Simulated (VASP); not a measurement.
KTe6Br: single point with PBE

The system is KTe6Br.

```xyz
8
Lattice="6.8259 0.0000 0.0000 -3.4130 5.9114 0.0000 0.0000 0.0000 6.1453" Properties=species:S:1:pos:R:3 pbc="T T T"
K     0.0000    0.0000    3.0727
Te    3.4130    0.0000    4.5619
Te   -1.7065    2.9557    4.5619
Te    1.7065    2.9557    4.5619
Te   -1.7065    2.9557    1.5835
Te    3.4130    0.0000    1.5835
Te    1.7065    2.9557    1.5835
Br    0.0000    0.0000    0.0000
```

The cell was generated, and may not be a known phase.

| Quantity | Value |
| --- | --- |
| Program | VASP 6.6.1 |
| Task | single point |
| Functional | PBE |
| Potentials or basis | VASP PAW PBE potentials, release 64 (K_sv, Te, Br) |
| Cutoff | 520 eV |
| k mesh | 3 × 3 × 4 |
| Occupations | gaussian, width 0.1 eV |
| Spin | no spin polarisation |
| Dipole correction | no |
| Further INCAR settings | ALGO = Normal; EDIFF = 1e-06; NBANDS = 36 |

```
Pressure               : -0.1 GPa
Largest force          : 0.023 eV/Å
Band gap on the k mesh : zero (bands 26 and 27 overlap by 2.15 eV)
```

Forces in eV/Å, atoms in the order of the input:
```
K    0.000  0.000  0.000
Te   0.000  0.000  0.023
Te   0.000  0.000  0.023
Te   0.000  0.000  0.023
Te   0.000  0.000 -0.023
Te   0.000  0.000 -0.023
Te   0.000  0.000 -0.023
Br   0.000  0.000  0.000
```

Stress tensor (GPa, compression positive):
```
-0.03  0.00  0.00
 0.00 -0.03  0.00
 0.00  0.00 -0.25
```

Levels at points of the mesh, in eV from the Fermi level:
```tsv
k point	band 24	band 25	band 26	band 27	band 28	band 29
(0.00, 0.00, 0.00)	-0.02	1.02	1.02	1.78	2.54	2.54
(0.00, 0.00, 0.50)	-0.71	-0.30	-0.30	0.54	0.94	1.46
```

Run time: 3.5 min on 1 thread of Oxide Virtual Turin-like Processor, with other jobs on the host, peak memory 0.36 GiB.

Caveat: spin-orbit coupling is left out, which moves the levels of the heavy elements.
